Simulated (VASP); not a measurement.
Input of a VASP 6.6.1 run:

INCAR

```
PREC     = Accurate       # precision mode
ENCUT    = 520            # plane-wave cutoff, eV
EDIFF    = 1E-7           # SCF threshold, eV
ISMEAR   = -1             # smearing method
SIGMA    = 0.05           # smearing width, eV
LREAL    = False          # projectors in reciprocal space
LASPH    = True           # aspherical terms in the spheres
NELM     = 100            # most SCF steps
ALGO     = Normal         # electronic algorithm
ISIF     = 2              # what is computed and relaxed
LWAVE    = False          # write WAVECAR
LCHARG   = False          # write CHGCAR
GGA      = PS             # functional
NBANDS   = 20             # bands
```

Contents of KPOINTS:

```
regular mesh
0
Gamma
  7 7 7
```

POSCAR

```
CdF2
1.0
    0.0000000000      2.6670600000      2.6940000000
    2.6670600000      0.0000000000      2.6940000000
    2.6670600000      2.6670600000      0.0000000000
Cd F
1 2
Direct
    0.0000000000      0.0000000000      0.0000000000
    0.7500000000      0.7500000000      0.7500000000
    0.2500000000      0.2500000000      0.2500000000
```

Potentials or basis: VASP PAW PBE potentials, release 64 (Cd, F).

The run is started by

```console
$ cat potpaw_PBE.64/Cd/POTCAR potpaw_PBE.64/F/POTCAR > POTCAR
$ mpirun -np 1 vasp_std > vasp.out
```

Problem. Estimate the band gap on the k mesh.

Solution. 3.02 eV, indirect (least direct gap 3.41 eV).

Problem. What does it give for the pressure?

Solution. 2.9 GPa.

Stress tensor (GPa, compression positive):
```
3.26 0.00 0.00
0.00 3.26 0.00
0.00 0.00 2.16
```

Caveat: the PAW data sets were made with another functional, which shifts forces and pressure a little. A k mesh can miss the band edges.
